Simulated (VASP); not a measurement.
Here is a VASP 6.6.1 calculation.

File INCAR:

```
PREC = Accurate ; ENCUT = 600
EDIFF = 1E-7 ; ISMEAR = 0
SIGMA = 0.01 ; LREAL = F
LASPH = T ; NELM = 60
ALGO = Normal ; ISIF = 3
LWAVE = F ; LCHARG = F
GGA = PS ; IBRION = 2
NSW = 100 ; EDIFFG = -0.002
PSTRESS = 20.0
```

KPOINTS

```
regular mesh
0
Gamma
  8 8 8
```

Contents of POSCAR:

```
Si
1.0
    2.7168096183      2.7168096183      0.0000000000
   -2.7168096183      2.7168096183      0.0000000000
    0.0000000000      2.7168096183      2.7168096183
Si
2
Direct
    0.2500000000      0.7500000000      0.5000000000
    0.0000000000      0.0000000000      0.0000000000
```

Potentials or basis: VASP PAW PBE potentials, release 64 (Si).

Command:

```console
$ cat potpaw_PBE.64/Si/POTCAR > POTCAR
$ mpirun -np 1 vasp_std > vasp.out
```

**Question.** What does it give for the relaxed cell?

**Answer.** a = 3.818 Å, b = 3.818 Å, c = 3.818 Å, α = 60.00°, β = 60.00°, γ = 90.00°.

**Question.** Estimate the band gap on the k mesh.

**Answer.** 0.47 eV, indirect (least direct gap 2.52 eV).

**Question.** What does it give for the relaxed volume?

**Answer.** 19.67 Å³/atom.

Step by step:
| step | energy change (eV) | largest force (eV/Å) | pressure (GPa) | volume (Å³) |
| --- | --- | --- | --- | --- |
| 1 | 0.0000 | 0.0000 | 0.12 | 40.11 |
| 2 | 0.0152 | 0.0000 | 3.59 | 38.76 |
| 3 | 0.0049 | 0.0000 | 2.00 | 39.35 |

Caveat: the cell is relaxed towards a set pressure, so the enthalpy falls and the energy may rise; the PAW data sets were made with another functional, which shifts forces and pressure a little. A k mesh can miss the band edges.
